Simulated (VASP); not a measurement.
Wanted: the native input for a VASP 6.6.1 run.

- Task: single point
- Functional: PBE
- Potentials or basis: VASP PAW PBE potentials, release 64 (Zr_sv, C)
- Cutoff: 520 eV
- k mesh: 12 × 12 × 12
- Occupations: fermi-dirac, width 0.05 eV
- Spin: collinear spin
- Starting moments: [1.0, 0.0] μB
- Dipole correction: no
- Further INCAR settings: ALGO = Normal; EDIFF = 1e-06; NBANDS = 19

The structure of ZrC lies in POSCAR:

```
ZrC
1.0
    0.0000000000      2.3650000000      2.3650000000
    2.3650000000      0.0000000000      2.3650000000
    2.3650000000      2.3650000000      0.0000000000
Zr C
1 1
Direct
    0.5000000000      0.5000000000      0.5000000000
    0.0000000000      0.0000000000      0.0000000000
```

The input as run:

INCAR

```
SYSTEM = ZrC
PREC = Accurate
ENCUT = 520
EDIFF = 1E-6
ISMEAR = -1
SIGMA = 0.05
LREAL = .FALSE.
LASPH = .TRUE.
NELM = 150
ALGO = Normal
ISIF = 2
LWAVE = .FALSE.
LCHARG = .FALSE.
ISPIN = 2
MAGMOM = 1 0
LORBIT = 11
LMAXMIX = 4
GGA = PE
NBANDS = 19
```

KPOINTS

```
regular mesh
0
G
  12 12 12
  0 0 0
```

Potentials or basis: VASP PAW PBE potentials, release 64 (Zr_sv, C).

Launch:

```bash
$ cat potpaw_PBE.64/Zr_sv/POTCAR potpaw_PBE.64/C/POTCAR > POTCAR
$ mpirun -np 1 vasp_std > vasp.out
```

It gave:

* Pressure: -2.7 GPa
* Band gap on the k mesh: zero (filled and empty bands overlap)
* Net moment: 0.00 μB per cell
* Valence electrons inside the program's atomic spheres: Zr 9.81; C 2.35

Run time: 2.3 min on 1 thread of Intel Xeon 8259CL, with other jobs on the host, peak memory 0.21 GiB.
